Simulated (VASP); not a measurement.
Li5GaSb2:

```xyz
8
Lattice="0.0000 4.1760 4.1760 4.1760 0.0000 4.1760 4.1760 4.1760 0.0000" Properties=species:S:1:pos:R:3 pbc="T T T"
Li    7.2730    7.2730    7.2730
Li    5.2550    5.2550    7.2730
Li    5.2550    7.2730    5.2550
Li    7.2730    5.2550    5.2550
Li    2.0880    2.0880    2.0880
Ga    6.2640    6.2640    6.2640
Sb    4.1760    4.1760    4.1760
Sb    0.0000    0.0000    0.0000
```

The cell was generated, and may not be a known phase.

* Program: VASP 6.6.1
* Task: relaxation of cell and atoms
* Functional: PBE
* Potentials or basis: VASP PAW PBE potentials, release 64 (Li_sv, Ga_d, Sb)
* Cutoff: 600 eV
* k mesh: 4 × 4 × 4
* Occupations: gaussian, width 0.1 eV
* Spin: no spin polarisation

At the start: pressure 33.4 GPa; volume 18.21 Å³/atom.

**Question.** How do energy, volume and symmetry change on relaxing?

**Answer.** Over 7 steps the energy falls by 1180.2 meV/atom and the volume is 36.74 Å³/atom (+101.8 %); space group F-43m (No. 216, to 0.1 Å) before and after.

Step by step:
| step | energy change (eV) | largest force (eV/Å) | pressure (GPa) | volume (Å³) |
| --- | --- | --- | --- | --- |
| 1 | 0.0000 | 0.7059 | 33.44 | 145.65 |
| 2 | -8.7592 | 0.8750 | 4.21 | 241.34 |
| 3 | -9.2073 | 1.0202 | 1.29 | 270.59 |
| 4 | -9.2586 | 1.0633 | 0.29 | 284.65 |
| 5 | -9.2586 | 1.0719 | 0.07 | 288.09 |
| 6 | -9.4184 | 0.3833 | -0.07 | 291.85 |
| 7 | -9.4417 | 0.0150 | -0.10 | 293.95 |

Final structure:
```
CELL_PARAMETERS angstrom
0.00000 5.27732 5.27732
5.27732 0.00000 5.27732
5.27732 5.27732 0.00000
ATOMIC_POSITIONS crystal
Li 0.87240 0.87240 0.87240
Li 0.87240 0.87240 0.38281
Li 0.87240 0.38281 0.87240
Li 0.38281 0.87240 0.87240
Li 0.25000 0.25000 0.25000
Ga 0.75000 0.75000 0.75000
Sb 0.50000 0.50000 0.50000
Sb 0.00000 0.00000 0.00000
```

Caveat: the cutoff is under 1.25 times the usual one of these potentials, so pressure, stress and relaxed cells hold a basis-set (Pulay) error; the volume moved by over 15 % at a fixed basis, so the end points are rough.
